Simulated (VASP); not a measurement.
# SnTe (I4/mmm) in VASP: a series of runs, part 2 of 2

VASP 6.6.1. The steps go on from the part before.

## Step 3: Electric field gradients, LDA (zz strain of -3 %)

Contents of INCAR:

```
PREC = Accurate
ENCUT = 520
EDIFF = 1E-8
ISMEAR = -1
SIGMA = 0.08
LREAL = F
LASPH = T
NELM = 100
ALGO = Normal
ISIF = 2
LWAVE = F
LCHARG = F
GGA = CA
LEFG = T
NBANDS = 17
```

Contents of KPOINTS:

```
Automatic mesh
0
Gamma
  11 11 11
```

Contents of POSCAR:

```
SnTe
1.0
    0.0000000000      3.1565000000      3.0618050000
    3.1565000000      0.0000000000      3.0618050000
    3.1565000000      3.1565000000      0.0000000000
Sn Te
1 1
Direct
    0.0000000000      0.0000000000      0.0000000000
    0.5000000000      0.5000000000      0.5000000000
```

Potentials or basis: VASP PAW LDA potentials, release 64 (Sn_d, Te).

Started as:

```sh
cat potpaw_LDA.64/Sn_d/POTCAR potpaw_LDA.64/Te/POTCAR > POTCAR
mpirun -np 1 vasp_std > vasp.out
```

OUTCAR:

```text
PREC = Accurate
   ENCUT = 520
   EDIFF = 1E-8
   ISMEAR = -1
   LREAL = F
   LASPH = T
   NELM = 100
   ISIF = 2
   GGA = CA

 ion  position               nearest neighbor table
   1  0.000  0.000  0.000-   2 3.06   2 3.06   2 3.16   2 3.16   2 3.16   2 3.16
   2  0.500  0.500  0.500-   1 3.06   1 3.06   1 3.16   1 3.16   1 3.16   1 3.16

  LATTYP: Found a body centered tetragonal cell.
 ALAT       =     4.4639651096
 C/A-ratio  =     1.3717871555

  Lattice vectors:

 A1 = (   0.0000000000,  -3.1565000000,  -3.0618050000)
 A2 = (   0.0000000000,   3.1565000000,  -3.0618050000)
 A3 = (   3.1565000000,   0.0000000000,   3.0618050000)

Analysis of symmetry for initial positions (statically):
=====================================================================
 Subroutine PRICEL returns:
 Original cell was already a primitive cell.

 Routine SETGRP: Setting up the symmetry group for a
 body centered tetragonal supercell.

 Subroutine GETGRP returns: Found 16 space group operations
 (whereof 16 operations were pure point group operations)
 out of a pool of 16 trial point group operations.

The static configuration has the point symmetry D_4h.

Analysis of symmetry for dynamics (positions and initial velocities):
=====================================================================
 Subroutine PRICEL returns:
 Original cell was already a primitive cell.

 Routine SETGRP: Setting up the symmetry group for a
 body centered tetragonal supercell.

 Subroutine GETGRP returns: Found 16 space group operations
 (whereof 16 operations were pure point group operations)
 out of a pool of 16 trial point group operations.

The dynamic configuration has the point symmetry D_4h.

 Subroutine INISYM returns: Found 16 space group operations
 (whereof 16 operations are pure point group operations),
 and found     1 'primitive' translations

----------------------------------------------------------------------------------------

                                     Primitive cell

  volume of cell :      61.0125

  direct lattice vectors                    reciprocal lattice vectors
     0.000000000  3.156500000  3.061805000    -0.158403295  0.158403295  0.163302366
     3.156500000  0.000000000  3.061805000     0.158403295 -0.158403295  0.163302366
     3.156500000  3.156500000  0.000000000     0.158403295  0.158403295 -0.163302366

  length of vectors
     4.397515447  4.397515447  4.463965110     0.277219895  0.277219895  0.277219895

  position of ions in fractional coordinates (direct lattice)
     0.000000000  0.000000000  0.000000000
     0.500000000  0.500000000  0.500000000

  ion indices of the primitive-cell ions
   primitive index   ion index
                 1           1
                 2           2

----------------------------------------------------------------------------------------

 KPOINTS: Automatic mesh

Automatic generation of k-mesh.
[... 72 lines left out ...]
   ISIF   =      2    stress and relaxation
   ISYM   =      2    0-nonsym 1-usesym 2-fastsym
   POTIM  = 0.5000    time-step for ionic-motion
   TEBEG  =    0.0;   TEEND  =   0.0 temperature during run
   PSTRESS=    0.0 pullay stress
   NELECT =      20.0000    total number of electrons
   NUPDOWN=      -1.0000    fix difference up-down
   EMIN   =  10.00;   EMAX   =-10.00  energy-range for DOS
   EFERMI =   0.00;   METHOD = LEGACY
   ISMEAR =    -1;   SIGMA  =   0.08  broadening in eV -4-tet -1-fermi 0-gaus
   EFERMI_NEDOS =   21; number of points for ismear=-14 and -15
   IALGO  =     38    algorithm
   IMIX   =      4    mixing-type and parameters
     AMIX     =   0.40;   BMIX     =  1.00
     AMIX_MAG =   1.60;   BMIX_MAG =  1.00
  volume/ion in A,a.u.               =      30.51       205.87
  Fermi-wavevector in a.u.,A,eV,Ry     =   1.128786  2.133097 17.335984  1.274159
  Thomas-Fermi vector in A             =   2.265478
   LORBIT       =      0    0 simple, 1 ext, 2 COOP (PROOUT), +10 PAW based schemes
   GGA     = CA    functional components
   LHFCALC =     F    Hartree Fock is set to
   AEXX    =    0.0000 exact exchange contribution
   IVDW    =     0    specifies the selected vdW correction
   LEPSILON=     F    determine dielectric tensor
   LRPA    =     F    only Hartree local field effects (RPA)
 non-spin polarized calculation
  energy-cutoff  :      520.00
  volume of cell :       61.01
 maximum number of plane-waves:      1660
 NGX is ok and might be reduce to    36
   NGX = 17   NGY = 17   NGZ = 17

 number of electron      19.9999995 magnetization

 Free energy of the ion-electron system (eV)
  ---------------------------------------------------
  ext. energy  EPLUGINS =         0.00000000
  ---------------------------------------------------
  free energy    TOTEN  =        -8.81611306 eV

  energy without entropy =       -8.81342940  energy(sigma->0) =       -8.81477123

 E-fermi :   7.0352     XC(G=0):  -9.8478

 val. band max:        6.8704561779   @ k =   0.4545   0.0000   0.0000
 cond. band min:       7.2782897538   @ k =   0.4545   0.0000   0.0000
 fundamental gap:      0.4078335759
 Fermi energy:         7.0352178567

 k-point     1 :       0.0000    0.0000    0.0000
  band No.  band energies     occupation
      1     -14.7500      2.00000
      2     -14.7429      2.00000
      3     -14.7398      2.00000
      4     -14.7333      2.00000
      5     -14.7333      2.00000
      6      -5.9546      2.00000
[... 457 lines left out ...]
      4     -14.7314      2.00000
      5     -14.7293      2.00000
      6      -5.2540      2.00000
[... 9 lines left out ...]
     16      15.0359      0.00000
     17      15.5806      0.00000

 [... further k-points ...]

------------------------ aborting loop because EDIFF is reached ----------------------------------------

  FORCE on cell =-STRESS in cart. coord.  units (eV):
  Direction    XX          YY          ZZ          XY          YZ          ZX
  --------------------------------------------------------------------------------------
  -------------------------------------------------------------------------------------
  Total       -0.6213155     -0.6213155      1.0858436      0.0000000      0.0000000      0.0000000
  in kB      -16.3156224    -16.3156224     28.5140400      0.0000000      0.0000000      0.0000000
  external PRESSURE =      -1.3724016 kB  Pullay stress =       0.0000000 kB

 VOLUME and BASIS-vectors are now :
 -----------------------------------------------------------------------------
  energy-cutoff  :      520.00
  volume of cell :       61.01
      direct lattice vectors                 reciprocal lattice vectors
     0.000000000  3.156500000  3.061805000    -0.158403295  0.158403295  0.163302366
     3.156500000  0.000000000  3.061805000     0.158403295 -0.158403295  0.163302366
     3.156500000  3.156500000  0.000000000     0.158403295  0.158403295 -0.163302366

 POSITION                                       TOTAL-FORCE (eV/Angst)
 -----------------------------------------------------------------------------------
      0.00000      0.00000      0.00000        -0.000000      0.000000      0.000000
      3.15650      3.15650      3.06181         0.000000     -0.000000      0.000000
 -----------------------------------------------------------------------------------
    total drift:                               -0.000000      0.000000      0.000000

  FREE ENERGIE OF THE ION-ELECTRON SYSTEM (eV)
  ---------------------------------------------------
  free  energy   TOTEN  =        -8.8161130566 eV

  energy  without entropy=       -8.8134294038  energy(sigma->0) =       -8.81477123

 Electric field gradients (V/A^2)
---------------------------------------------------------------------
 ion       V_xx      V_yy      V_zz      V_xy      V_xz      V_yz
---------------------------------------------------------------------
   1      23.743    23.743   -47.487    -0.001    -0.002    -0.002
   2       7.207     7.207   -14.415     0.000     0.000     0.000
---------------------------------------------------------------------

 Electric field gradients after diagonalization (V/A^2)
 (convention: |V_zz| > |V_xx| > |V_yy|)
----------------------------------------------------------------------
 ion       V_xx      V_yy      V_zz     asymmetry (V_yy - V_xx)/ V_zz
----------------------------------------------------------------------
   1      23.744    23.743   -47.487       0.000
   2       7.207     7.207   -14.415       0.000
----------------------------------------------------------------------

           NMR quadrupolar parameters

 Cq : quadrupolar parameter    Cq=e*Q*V_zz/h
 eta: asymmetry parameters     (V_yy - V_xx)/ V_zz
 Q  : nuclear electric quadrupole moment in mb (millibarn)
----------------------------------------------------------------------
 ion       Cq(MHz)       eta       Q (mb)
----------------------------------------------------------------------
   1      -0.115       0.000       1.000
   2      -0.035       0.000       1.000
----------------------------------------------------------------------
```

Run time: 2.2 min. Hardware: 1 thread of Intel Xeon 6975P-C, shared host; peak memory 0.27 GiB.

What came out:

```
Free energy            : -8.8161 eV
Pressure               : -0.1 GPa
Band gap on the k mesh : 0.41 eV, direct
```

Stress tensor (GPa, compression positive):
```
-1.63  0.00  0.00
 0.00 -1.63  0.00
 0.00  0.00  2.85
```

Electric field gradients, principal values (V/Å²):
```tsv
atom	least	middle	greatest (by size)
1 Sn	23.743	23.744	-47.487
2 Te	7.207	7.207	-14.415
```

Caveat: the cell differs from its parent crystal (zz strain of -3 %); without QUAD_EFG the Cq values of the log hold for a quadrupole moment of 1 mb, not for the nuclei; spin-orbit coupling is left out, which moves the levels of the heavy elements.
